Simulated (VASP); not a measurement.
Crystal: Au.

```
Au
1.0
     0.00000    2.03500    2.03500
     2.03500    0.00000    2.03500
     2.03500    2.03500    0.00000
Au
1
Direct
  0.00000 0.00000 0.00000
```

* Program: VASP 6.6.1
* Task: relaxation of cell and atoms
* Functional: BLYP
* Dispersion: D4
* Potentials or basis: VASP PAW PBE potentials, release 64 (Au)
* Cutoff: 600 eV
* k mesh: 11 × 11 × 11
* Occupations: fermi-dirac, width 0.05 eV
* Spin: no spin polarisation

At the start: pressure 11.2 GPa; volume 16.85 Å³/atom.

Problem. How do energy, volume and symmetry change on relaxing?

Solution. Over 4 steps the energy falls by 36.4 meV/atom and the volume is 17.98 Å³/atom (+6.7 %); space group Fm-3m (No. 225, to 0.05 Å).

Step by step:
| step | energy change (eV) | largest force (eV/Å) | pressure (GPa) | volume (Å³) |
| --- | --- | --- | --- | --- |
| 1 | 0.0000 | 0.0000 | 11.19 | 16.85 |
| 2 | 0.0361 | 0.0000 | -10.77 | 19.89 |
| 3 | -0.0364 | 0.0000 | -0.25 | 18.01 |
| 4 | -0.0364 | 0.0000 | -0.05 | 17.98 |

Final structure:
```
CELL_PARAMETERS angstrom
0.00000 2.07938 2.07938
2.07938 0.00000 2.07938
2.07938 2.07938 0.00000
ATOMIC_POSITIONS crystal
Au 0.00000 0.00000 0.00000
```

Caveat: the PAW data sets were made with another functional, which shifts forces and pressure a little; pairwise dispersion overbinds metals, which lowers pressure and volume.
